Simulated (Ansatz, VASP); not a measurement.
**ScAl3 in VASP and in Ansatz**

Contents of POSCAR:

```
ScAl3
1.0
    3.9590978426      0.0000000000      0.0000000000
    0.0000000000      3.9590978426      0.0000000000
    0.0000000000      0.0000000000      3.9590978426
Sc Al
1 3
Direct
    0.0000000000      0.0000000000      0.0000000000
    0.5000000000      0.0000000000      0.5000000000
    0.0000000000      0.5000000000      0.5000000000
    0.5000000000      0.5000000000      0.0000000000
```

The input INCAR.step1:

```
SYSTEM = ScAl3
ALGO = Normal
EDIFF = 1E-4
ENCUT = 520
GGA = PE
ISMEAR = 0
LASPH = .TRUE.
LCHARG = .FALSE.
LREAL = .FALSE.
LWAVE = .TRUE.
NBANDS = 18
NELM = 60
PREC = Accurate
SIGMA = 0.1
```

INCAR.step2

```
SYSTEM = ScAl3
ALGO = Normal
EDIFF = 1E-7
ENCUT = 520
ISIF = 2
ISMEAR = 0
ISTART = 1
LASPH = .TRUE.
LCHARG = .FALSE.
LMIXTAU = .TRUE.
LREAL = .FALSE.
LWAVE = .FALSE.
METAGGA = R2SCAN
NBANDS = 18
NELM = 60
PREC = Accurate
SIGMA = 0.1
```

File KPOINTS:

```
k-points
0
G
  10 10 10
  0 0 0
```

Input for Ansatz:

```yaml
crystal:
  lattice:
    - [3.9590978426, 0.0, 0.0]
    - [0.0, 3.9590978426, 0.0]
    - [0.0, 0.0, 3.9590978426]
  atoms:
    - { symbol: Sc, position: [0.0, 0.0, 0.0] }
    - { symbol: Al, position: [0.5, 0.0, 0.5] }
    - { symbol: Al, position: [0.0, 0.5, 0.5] }
    - { symbol: Al, position: [0.5, 0.5, 0.0] }
basis:
  ecutwfc: 500
kpoints:
  mp_grid: { grid: [10, 10, 10] }
hamiltonian:
  xc: r2scan
scf:
  occupations: { method: gaussian, width: 0.1 }
output:
  forces: true
  stress: true
  eigenvalues: true
```

Alike in both runs: task single point; functional r2SCAN; k mesh 10 × 10 × 10; occupations gaussian, width 0.1 eV; no spin polarisation.

```csv
,VASP,Ansatz
version,VASP 6.6.1,Ansatz 0.2.0
potentials or method,"VASP PAW PBE potentials, release 64 (Sc_sv, Al), cutoff 520 eV","scalar-relativistic, plane waves, PAW"
valence electrons in the cell,20,20
```

```tsv
	VASP	Ansatz	Ansatz less VASP
gap on the k mesh at the Fermi level (eV)	none	none	-
pressure (GPa)	10.7	10.7	-0.01
```

VASP's potentials were made for PBE, not for r2SCAN. A gap of «none» marks a metal or a gap that the smearing closes.
